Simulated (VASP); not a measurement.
# TePt (R-3m) in VASP: single point with LDA

Aim: the single point of TePt with LDA.

Everything below comes from runs of VASP 6.6.1. Logs are shortened: lines on timing, memory, paths and dates and some standing lists are left out, and cuts for length are marked.

## 1. The cell of the first run

The structure is trigonal, space group R-3m (No. 166). Conventional cell: a = 3.944 Å, b = 3.944 Å, c = 20.177 Å, α = 90.00°, β = 90.00°, γ = 120.00°. Te (site symmetry 3m) has 6 Pt at 2.59 to 3.52 Å and 3 Te at 3.62 Å within 3.7 Å. Within 3.6 Å of Pt (site symmetry 3m) lie 6 Te at 2.59 to 3.52 Å and 3 Pt at 2.70 Å.

## 2. Single point, LDA, non-collinear spin, zero start, spin-orbit coupling

INCAR

```
SYSTEM = TePt
ALGO = Normal
EDIFF = 1E-6
ENCUT = 520
GGA_COMPAT = .False.
ISIF = 2
ISMEAR = 0
LASPH = .True.
LCHARG = .False.
LMAXMIX = 4
LNONCOLLINEAR = .True.
LORBIT = 11
LORBMOM = .True.
LREAL = .False.
LSORBIT = .True.
LWAVE = .False.
MAGMOM = 0 0 0 0 0 0 0 0 0 0 0 0
NBANDS = 46
NELM = 150
PREC = Accurate
SIGMA = 0.05
```

KPOINTS

```
k-points
0
Gamma
  8 8 8
  0 0 0
```

POSCAR

```
TePt
1.0
    1.9720293273      1.1385516630      6.7256138238
   -1.9720293273      1.1385516630      6.7256138238
    0.0000000000     -2.2771033259      6.7256138238
Te Pt
2 2
Direct
    0.5970714192      0.5970714192      0.5970714192
    0.4029285808      0.4029285808      0.4029285808
    0.8693660604      0.8693660604      0.8693660604
    0.1306339396      0.1306339396      0.1306339396
```

Potentials or basis: VASP PAW LDA potentials, release 64 (Te, Pt).

The run is started by

```sh
$ cat potpaw_LDA.64/Te/POTCAR potpaw_LDA.64/Pt/POTCAR > POTCAR
$ mpirun -np 1 vasp_ncl > vasp.out
```

OUTCAR:

```text
SYSTEM = TePt
   EDIFF = 1E-6
   ENCUT = 520
   ISIF = 2
   ISMEAR = 0
   LASPH = .True.
   LNONCOLLINEAR = .True.
   LORBIT = 11
   LREAL = .False.
   LSORBIT = .True.
   NELM = 150
   PREC = Accurate

 ion  position               nearest neighbor table
   1  0.597  0.597  0.597-   3 2.59   3 2.59   3 2.59   4 3.52   4 3.52   4 3.52   2 3.62   2 3.62
                             2 3.62
   2  0.403  0.403  0.403-   4 2.59   4 2.59   4 2.59   3 3.52   3 3.52   3 3.52   1 3.62   1 3.62
                             1 3.62
   3  0.869  0.869  0.869-   1 2.59   1 2.59   1 2.59   4 2.70   4 2.70   4 2.70   2 3.52   2 3.52
                             2 3.52
   4  0.131  0.131  0.131-   2 2.59   2 2.59   2 2.59   3 2.70   3 2.70   3 2.70   1 3.52   1 3.52
                             1 3.52

  LATTYP: Found a trigonal (rhomboedric) cell.
 ALAT       =     7.1006394687
 COS(alpha) =     0.8457369868

  Lattice vectors:

 A1 = (   1.9720293273,   1.1385516630,   6.7256138238)
 A2 = (  -1.9720293273,   1.1385516630,   6.7256138238)
 A3 = (   0.0000000000,  -2.2771033259,   6.7256138238)

Analysis of symmetry for initial positions (statically):
=====================================================================
 Subroutine PRICEL returns:
 Original cell was already a primitive cell.

 Routine SETGRP: Setting up the symmetry group for a
 trigonal (rhombohedral) supercell.

 Subroutine GETGRP returns: Found 12 space group operations
 (whereof 12 operations were pure point group operations)
 out of a pool of 12 trial point group operations.

The static configuration has the point symmetry D_3d.

Analysis of symmetry for dynamics (positions and initial velocities):
=====================================================================
 Subroutine PRICEL returns:
 Original cell was already a primitive cell.

 Routine SETGRP: Setting up the symmetry group for a
 trigonal (rhombohedral) supercell.

 Subroutine GETGRP returns: Found 12 space group operations
 (whereof 12 operations were pure point group operations)
 out of a pool of 12 trial point group operations.

The dynamic configuration has the point symmetry D_3d.

Analysis of structural, dynamic, and magnetic symmetry:
=====================================================================
 Subroutine PRICEL returns:
 Original cell was already a primitive cell.

 Routine SETGRP: Setting up the symmetry group for a
 trigonal (rhombohedral) supercell.

 Subroutine GETGRP returns: Found 12 space group operations
 (whereof 12 operations were pure point group operations)
 out of a pool of 12 trial point group operations.

The overall configuration has the point symmetry D_3d.

 Subroutine INISYM returns: Found 12 space group operations
 (whereof 12 operations are pure point group operations),
 and found     1 'primitive' translations

[... 1320 lines left out ...]
  ---------------------------------------------------
  free  energy   TOTEN  =       -24.9327802663 eV

  energy  without entropy=      -24.9308583880  energy(sigma->0) =      -24.93181933

 orbital moment (x)

 # of ion     p       d       tot
 ----------------------------------------
  1        -0.000   0.000  -0.000
  2        -0.000   0.000  -0.000
  3         0.000   0.000   0.000
  4         0.000   0.000   0.000
 ----------------------------------------
           -0.000   0.000   0.000

 orbital moment (y)

 # of ion     p       d       tot
 ----------------------------------------
  1         0.000   0.000   0.000
  2         0.000   0.000   0.000
  3         0.000   0.000   0.000
  4         0.000   0.000   0.000
 ----------------------------------------
            0.000   0.000   0.000

 orbital moment (z)

 # of ion     p       d       tot
 ----------------------------------------
  1         0.000   0.000   0.000
  2         0.000   0.000   0.000
  3         0.000   0.000   0.000
  4         0.000   0.000   0.000
 ----------------------------------------
            0.000   0.000   0.000

 Spin-Orbit-Coupling matrix elements

 Ion:    1  E_soc:     -0.2211424
 l=   1
     0.0000000    -0.0365057    -0.0364464
    -0.0365057     0.0000000    -0.0365057
    -0.0364464    -0.0365057     0.0000000
 l=   2
     0.0000000    -0.0000632     0.0000000    -0.0000632    -0.0003590
    -0.0000632     0.0000000    -0.0002225    -0.0000565    -0.0000632
     0.0000000    -0.0002225     0.0000000    -0.0002225     0.0000000
    -0.0000632    -0.0000565    -0.0002225     0.0000000    -0.0000632
    -0.0003590    -0.0000632     0.0000000    -0.0000632     0.0000000
 l=   3
     0.0000000     0.0000000     0.0000000     0.0000000     0.0000000     0.0000000     0.0000000
     0.0000000     0.0000000     0.0000000     0.0000000     0.0000000     0.0000000     0.0000000
     0.0000000     0.0000000     0.0000000     0.0000000     0.0000000     0.0000000     0.0000000
     0.0000000     0.0000000     0.0000000     0.0000000     0.0000000     0.0000000     0.0000000
[... 49 lines left out ...]
 l=   2
     0.0000000    -0.0172740     0.0000000    -0.0172740    -0.0633507
    -0.0172740     0.0000000    -0.0447512    -0.0180543    -0.0172740
     0.0000000    -0.0447512     0.0000000    -0.0447512     0.0000000
    -0.0172740    -0.0180543    -0.0447512     0.0000000    -0.0172740
    -0.0633507    -0.0172740     0.0000000    -0.0172740     0.0000000
 l=   3
     0.0000000     0.0000000     0.0000000     0.0000000     0.0000000     0.0000000     0.0000000
     0.0000000     0.0000000     0.0000000     0.0000000     0.0000000     0.0000000     0.0000000
     0.0000000     0.0000000     0.0000000     0.0000000     0.0000000     0.0000000     0.0000000
     0.0000000     0.0000000     0.0000000     0.0000000     0.0000000     0.0000000     0.0000000
     0.0000000     0.0000000     0.0000000     0.0000000     0.0000000     0.0000000     0.0000000
     0.0000000     0.0000000     0.0000000     0.0000000     0.0000000     0.0000000     0.0000000
     0.0000000     0.0000000     0.0000000     0.0000000     0.0000000     0.0000000     0.0000000

 total charge

# of ion       s       p       d       tot
------------------------------------------
    1        1.397   1.867   0.094   3.358
    2        1.397   1.867   0.094   3.358
    3        0.697   0.623   8.130   9.450
    4        0.697   0.623   8.130   9.450
--------------------------------------------------
tot          4.187   4.980  16.449  25.616

 magnetization (x)

# of ion       s       p       d       tot
------------------------------------------
    1        0.000   0.000   0.000   0.000
    2        0.000   0.000   0.000   0.000
    3        0.000  -0.000  -0.000  -0.000
    4        0.000  -0.000  -0.000  -0.000
--------------------------------------------------
tot          0.000  -0.000  -0.000  -0.000

 magnetization (y)

# of ion       s       p       d       tot
------------------------------------------
    1        0.000   0.000   0.000   0.000
    2        0.000   0.000  -0.000  -0.000
    3        0.000   0.000   0.000   0.000
    4        0.000   0.000   0.000   0.000
--------------------------------------------------
tot          0.000   0.000   0.000   0.000

 magnetization (z)

# of ion       s       p       d       tot
------------------------------------------
    1        0.000   0.000   0.000   0.000
    2        0.000   0.000   0.000   0.000
    3        0.000   0.000   0.000   0.000
    4        0.000   0.000   0.000   0.000
--------------------------------------------------
tot          0.000   0.000   0.000   0.000
```

Run time: 38 min. Hardware: 1 thread of Oxide Virtual Turin-like, shared host; peak memory 0.88 GiB.

What came out:

```
Free energy                                           : -24.9328 eV
Pressure                                              : -1.4 GPa
Largest force                                         : 0.145 eV/Å
Net moment                                            : 0.00 μB per cell
Valence electrons inside the program's atomic spheres : Te 3.36; Pt 9.45
```

Forces on the atoms (eV/Å):
```
Te   0.000  0.000  0.094
Te   0.000  0.000 -0.094
Pt   0.000  0.000 -0.145
Pt   0.000  0.000  0.145
```

Stress tensor (GPa, compression positive):
```
-1.15  0.00  0.00
 0.00 -1.15  0.00
 0.00  0.00 -1.94
```

Moments on the atoms (μB; x, y, z):
```
Te  0.00 0.00 0.00
Te  0.00 0.00 0.00
Pt  0.00 0.00 0.00
Pt  0.00 0.00 0.00
```
